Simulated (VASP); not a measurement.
# Te2Mo (P6_3/mmc) in VASP: notebook

The runs below take Te2Mo through single point, with PBE+D3(BJ).

Everything below comes from runs of VASP 6.6.1. Logs are shortened: lines on timing, memory, paths and dates and some standing lists are left out, and cuts for length are marked.

## 1. The cell of the first run

It takes space group P6_3/mmc (No. 194, hexagonal). The conventional cell has a = 3.266 Å, b = 3.266 Å, c = 12.565 Å, α = 90.00°, β = 90.00°, γ = 120.00°. Te (site symmetry 3m) has 3 Mo at 2.63 Å and 9 Te at 3.21 to 3.27 Å within 3.5 Å. Within 3.5 Å of Mo (site symmetry -6m2) lie 6 Te at 2.63 Å and 6 Mo at 3.27 Å.

## 2. Single point, PBE+D3(BJ) (19.34 Å³/atom)

File INCAR:

```
SYSTEM = Te2Mo
PREC = Accurate
ENCUT = 520
EDIFF = 1E-7
ISMEAR = 0
SIGMA = 0.05
LREAL = .False.
LASPH = .True.
NELM = 60
ALGO = Normal
ISIF = 2
LWAVE = .False.
LCHARG = .False.
GGA = PE
IVDW = 12
NBANDS = 35
```

File KPOINTS:

```
Automatic mesh
0
Gamma
  10 10 4
  0 0 0
```

File POSCAR:

```
Te2Mo
1.0
    3.2656707300      0.0000000000      0.0000000000
   -1.6328353650      2.8281538126      0.0000000000
    0.0000000000      0.0000000000     12.5647059562
Te Mo
4 2
Direct
    0.3333333333      0.6666666667      0.6035751679
    0.6666666667      0.3333333333      0.1035751679
    0.3333333333      0.6666666667      0.8964248321
    0.6666666667      0.3333333333      0.3964248321
    0.3333333333      0.6666666667      0.2500000000
    0.6666666667      0.3333333333      0.7500000000
```

Potentials or basis: VASP PAW PBE potentials, release 64 (Te, Mo_sv).

Run with:

```console
$ cat potpaw_PBE.64/Te/POTCAR potpaw_PBE.64/Mo_sv/POTCAR > POTCAR
$ mpirun -np 1 vasp_std > vasp.out
```

OUTCAR:

```text
SYSTEM = Te2Mo
   PREC = Accurate
   ENCUT = 520
   EDIFF = 1E-7
   ISMEAR = 0
   LREAL = .False.
   LASPH = .True.
   NELM = 60
   ISIF = 2
   GGA = PE
   IVDW = 12
 IVDW          = 12

 ion  position               nearest neighbor table
   1  0.333  0.667  0.604-   6 2.63   6 2.63   6 2.63   4 3.21   4 3.21   4 3.21   3 3.68
   2  0.667  0.333  0.104-   5 2.63   5 2.63   5 2.63   3 3.21   3 3.21   3 3.21   4 3.68
   3  0.333  0.667  0.896-   6 2.63   6 2.63   6 2.63   2 3.21   2 3.21   2 3.21   1 3.68
   4  0.667  0.333  0.396-   5 2.63   5 2.63   5 2.63   1 3.21   1 3.21   1 3.21   2 3.68
   5  0.333  0.667  0.250-   2 2.63   4 2.63   2 2.63   4 2.63   2 2.63   4 2.63
   6  0.667  0.333  0.750-   1 2.63   3 2.63   1 2.63   3 2.63   1 2.63   3 2.63

  LATTYP: Found a hexagonal cell.
 ALAT       =     3.2656707300
 C/A-ratio  =     3.8475115819

  Lattice vectors:

 A1 = (   3.2656707300,   0.0000000000,   0.0000000000)
 A2 = (  -1.6328353650,   2.8281538126,   0.0000000000)
 A3 = (   0.0000000000,   0.0000000000,  12.5647059562)

Analysis of symmetry for initial positions (statically):
=====================================================================
 Subroutine PRICEL returns:
 Original cell was already a primitive cell.

 Routine SETGRP: Setting up the symmetry group for a
 hexagonal supercell.

 Subroutine GETGRP returns: Found 24 space group operations
 (whereof 12 operations were pure point group operations)
 out of a pool of 24 trial point group operations.

The static configuration has the point symmetry D_3d.
 The point group associated with its full space group is D_6h.

Analysis of symmetry for dynamics (positions and initial velocities):
=====================================================================
 Subroutine PRICEL returns:
 Original cell was already a primitive cell.

 Routine SETGRP: Setting up the symmetry group for a
 hexagonal supercell.

 Subroutine GETGRP returns: Found 24 space group operations
 (whereof 12 operations were pure point group operations)
 out of a pool of 24 trial point group operations.

The dynamic configuration has the point symmetry D_3d.
 The point group associated with its full space group is D_6h.

 Subroutine INISYM returns: Found 24 space group operations
 (whereof 12 operations are pure point group operations),
 and found     1 'primitive' translations

[... 104 lines left out ...]
   EDIFFG = 0.1E-05   stopping-criterion for IOM
   NSW    =      0    number of steps for IOM
   IBRION =     -1    ionic relax: 0-MD 1-quasi-New 2-CG
   NFREE  =      0    steps in history (QN), initial steepest desc. (CG)
   ISIF   =      2    stress and relaxation
   ISYM   =      2    0-nonsym 1-usesym 2-fastsym
   POTIM  = 0.5000    time-step for ionic-motion
   TEBEG  =    0.0;   TEEND  =   0.0 temperature during run
   PSTRESS=    0.0 pullay stress
   NELECT =      52.0000    total number of electrons
   NUPDOWN=      -1.0000    fix difference up-down
   EMIN   =  10.00;   EMAX   =-10.00  energy-range for DOS
   EFERMI =   0.00;   METHOD = LEGACY
   ISMEAR =     0;   SIGMA  =   0.05  broadening in eV -4-tet -1-fermi 0-gaus
   EFERMI_NEDOS =   21; number of points for ismear=-14 and -15
   IALGO  =     38    algorithm
   IMIX   =      4    mixing-type and parameters
     AMIX     =   0.40;   BMIX     =  1.00
     AMIX_MAG =   1.60;   BMIX_MAG =  1.00
  volume/ion in A,a.u.               =      19.34       130.52
  Fermi-wavevector in a.u.,A,eV,Ry     =   1.252757  2.367367 21.352971  1.569399
  Thomas-Fermi vector in A             =   2.386642
   LORBIT       =      0    0 simple, 1 ext, 2 COOP (PROOUT), +10 PAW based schemes
   GGA     = PE    functional components
   LHFCALC =     F    Hartree Fock is set to
   AEXX    =    0.0000 exact exchange contribution
   IVDW    =    12    specifies the selected vdW correction
   LEPSILON=     F    determine dielectric tensor
   LRPA    =     F    only Hartree local field effects (RPA)
 non-spin polarized calculation
 Gauss-broadening in eV      SIGMA  =   0.05
  energy-cutoff  :      520.00
  volume of cell :      116.05
 maximum number of plane-waves:      3157
   NGX = 13   NGY = 13   NGZ = 47

 number of electron      51.9999995 magnetization

 Free energy of the ion-electron system (eV)
  ---------------------------------------------------
  ext. energy  EPLUGINS =         0.00000000
  ---------------------------------------------------
  free energy    TOTEN  =       -33.57296084 eV

  energy without entropy =      -33.57113020  energy(sigma->0) =      -33.57204552

 E-fermi :  12.5611     XC(G=0): -11.8683

 val. band max:       12.5589122298   @ k =   0.2000   0.2000   0.2500
 cond. band min:      12.5761494038   @ k =   0.4000   0.2000   0.0000
 fundamental gap:      0.0172371740
 Fermi energy:        12.5610597885

 k-point     1 :       0.0000    0.0000    0.0000
  band No.  band energies     occupation
      1     -48.6233      2.00000
      2     -48.6233      2.00000
      3     -22.9533      2.00000
      4     -22.9530      2.00000
      5     -22.6163      2.00000
      6     -22.6163      2.00000
[... 901 lines left out ...]
     34      16.3386      0.00000
     35      17.2492      0.00000

 [... further k-points ...]

------------------------ aborting loop because EDIFF is reached ----------------------------------------

 Edisp (eV)   -4.16616

 E8    (eV) :    -1.9155

  FORCE on cell =-STRESS in cart. coord.  units (eV):
  Direction    XX          YY          ZZ          XY          YZ          ZX
  --------------------------------------------------------------------------------------
  -------------------------------------------------------------------------------------
  Total      15.55373    15.55373    15.53340     0.00000    -0.00000     0.00000
  in kB     214.74222   214.74222   214.46152     0.00000    -0.00000     0.00000
  external pressure =      214.65 kB  Pullay stress =        0.00 kB

 VOLUME and BASIS-vectors are now :
 -----------------------------------------------------------------------------
  energy-cutoff  :      520.00
  volume of cell :      116.05
      direct lattice vectors                 reciprocal lattice vectors
     3.265670730  0.000000000  0.000000000     0.306215808  0.176793779  0.000000000
    -1.632835365  2.828153813  0.000000000     0.000000000  0.353587558  0.000000000
     0.000000000  0.000000000 12.564705956     0.000000000  0.000000000  0.079588015

 POSITION                                       TOTAL-FORCE (eV/Angst)
 -----------------------------------------------------------------------------------
     -0.00000      1.88544      7.58374        -0.000000     -0.000000     -0.022101
      1.63284      0.94272      1.30139        -0.000000      0.000000     -0.022101
     -0.00000      1.88544     11.26331        -0.000000     -0.000000      0.022101
      1.63284      0.94272      4.98096        -0.000000      0.000000      0.022101
     -0.00000      1.88544      3.14118         0.000000      0.000000      0.000000
      1.63284      0.94272      9.42353         0.000000     -0.000000      0.000000
 -----------------------------------------------------------------------------------
    total drift:                               -0.000000      0.000000     -0.000000

  FREE ENERGIE OF THE ION-ELECTRON SYSTEM (eV)
  ---------------------------------------------------
  free  energy   TOTEN  =       -37.7391185088 eV

  energy  without entropy=      -37.7372878745  energy(sigma->0) =      -37.73820319
```

Run time: 2 min. Hardware: 1 thread of Intel Xeon Platinum 8488C (Sapphire Rapids), shared host; peak memory 0.32 GiB.

What came out:

```
Free energy                : -37.7391 eV
Pressure                   : 21.5 GPa
Largest force              : 0.022 eV/Å
Band gap on the k mesh     : zero (bands 26 and 27 overlap by 0.67 eV)
Dispersion energy per atom : -0.694 eV
```

Forces on the atoms (eV/Å):
```
Te   0.000  0.000 -0.022
Te   0.000  0.000 -0.022
Te   0.000  0.000  0.022
Te   0.000  0.000  0.022
Mo   0.000  0.000  0.000
Mo   0.000  0.000  0.000
```

Caveat: the cell stands under pressure; spin-orbit coupling is left out, which moves the levels of the heavy elements.

## 3. Single point, PBE+D3(BJ) (20.31 Å³/atom)

This run uses another cell than the first one, of 20.31 Å³/atom.

File INCAR:

```
  PREC = Accurate
  ENCUT = 520
  EDIFF = 1E-6
  ISMEAR = 0
  SIGMA = 0.05
  LREAL = F
  LASPH = T
  NELM = 60
  ALGO = Normal
  ISIF = 2
  LWAVE = F
  LCHARG = F
  GGA = PE
  IVDW = 12
  NBANDS = 35
```

File KPOINTS:

```
regular mesh
0
Gamma
  10 10 4
```

File POSCAR:

```
Te2Mo
1.0
    3.3222204828      0.0000000000      0.0000000000
   -1.6611102414      2.8771273350      0.0000000000
    0.0000000000      0.0000000000     12.7476318627
Te Mo
4 2
Direct
    0.3333333333      0.6666666667      0.6059327958
    0.6666666667      0.3333333333      0.1059327958
    0.3333333333      0.6666666667      0.8940672042
    0.6666666667      0.3333333333      0.3940672042
    0.3333333333      0.6666666667      0.2500000000
    0.6666666667      0.3333333333      0.7500000000
```

Potentials or basis: VASP PAW PBE potentials, release 64 (Te, Mo_sv).

Run with:

```console
$ cat potpaw_PBE.64/Te/POTCAR potpaw_PBE.64/Mo_sv/POTCAR > POTCAR
$ mpirun -np 1 vasp_std > vasp.out
```

Run time: 2.9 min. Hardware: 1 thread of Intel Xeon Platinum 8488C (Sapphire Rapids), shared host; peak memory 0.35 GiB.

The run converged. Its results:

- Free energy: -38.3837 eV
- Pressure: 14.5 GPa
- Largest force: 0.021 eV/Å
- Band gap on the k mesh: zero (bands 26 and 27 overlap by 0.29 eV)
- Dispersion energy per atom: -0.661 eV

Forces in eV/Å, atoms in the order of the input:
```
Te   0.000  0.000 -0.021
Te   0.000  0.000 -0.021
Te   0.000  0.000  0.021
Te   0.000  0.000  0.021
Mo   0.000  0.000  0.000
Mo   0.000  0.000  0.000
```

Levels at points of the mesh, in eV from the Fermi level:
| k point | band 23 | band 24 | band 25 | band 26 | band 27 | band 28 | band 29 | band 30 |
| --- | --- | --- | --- | --- | --- | --- | --- | --- |
| (0.00, 0.00, 0.00) | -1.29 | -1.29 | -0.21 | 0.15 | 2.73 | 2.73 | 2.83 | 2.83 |
| (0.50, 0.00, 0.00) | -1.87 | -1.80 | -1.26 | -0.18 | 1.03 | 1.19 | 1.30 | 1.84 |
| (0.00, 0.00, 0.50) | -1.35 | -1.35 | -0.08 | -0.08 | 2.76 | 2.76 | 2.76 | 2.76 |
| (0.50, 0.00, 0.50) | -1.76 | -1.76 | -0.75 | -0.75 | 1.21 | 1.21 | 1.44 | 1.44 |

Caveat: the cell stands under pressure; spin-orbit coupling is left out, which moves the levels of the heavy elements.

The gap in the log of VASP goes by the Fermi energy; the results here count the filled bands.